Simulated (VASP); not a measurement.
**GaSb: single point with PBEsol**

The system is GaSb.

```xyz
8
Lattice="6.1180 0.0000 0.0000 0.0000 -6.1180 0.0000 0.0000 0.0000 -6.1180" Properties=species:S:1:pos:R:3 pbc="T T T"
Ga    0.0000   -3.0590   -3.0590
Ga    3.0590    0.0000   -3.0590
Ga    3.0590   -3.0590    0.0000
Ga    0.0000    0.0000    0.0000
Sb    4.5885   -4.5885   -4.5885
Sb    1.5295   -1.5295   -4.5885
Sb    1.5295   -4.5885   -1.5295
Sb    4.5885   -1.5295   -1.5295
```

```json
{
  "Program": "VASP 6.6.1",
  "Task": "single point",
  "Functional": "PBEsol",
  "Potentials or basis": "VASP PAW PBE potentials, release 64 (Ga_d, Sb)",
  "Cutoff": "520 eV",
  "k mesh": "8 × 8 × 8",
  "Occupations": "gaussian, width 0.15 eV",
  "Spin": "no spin polarisation"
}
```

```yaml
Pressure: -0.1 GPa
Band_gap_on_the_k_mesh: zero (filled and empty bands touch)
```

Levels at points of the mesh, in eV from the Fermi level:
```tsv
k point	band 32	band 33	band 34	band 35	band 36	band 37	band 38	band 39	band 40	band 41
(0.00, 0.00, 0.00)	-2.70	-2.70	-0.12	-0.11	-0.11	-0.11	0.73	0.73	0.73	1.05
(0.50, 0.00, 0.00)	-3.27	-1.79	-1.79	-1.79	-1.79	1.08	1.08	2.54	2.54	3.55
(0.50, 0.50, 0.00)	-3.35	-1.35	-1.35	-1.35	-1.35	1.84	1.84	1.84	1.84	4.47
(0.50, 0.50, 0.50)	-1.27	-1.27	-1.27	-1.27	-1.27	0.23	0.23	0.23	0.23	3.60
```

Run time: 13 min on 1 thread of Intel Xeon 8259CL, with other jobs on the host, peak memory 0.49 GiB.

Caveat: semilocal functionals underestimate gaps, so a narrow gap can read as zero; the PAW data sets were made with another functional, which shifts forces and pressure a little; spin-orbit coupling is left out, which moves the levels of the heavy elements.
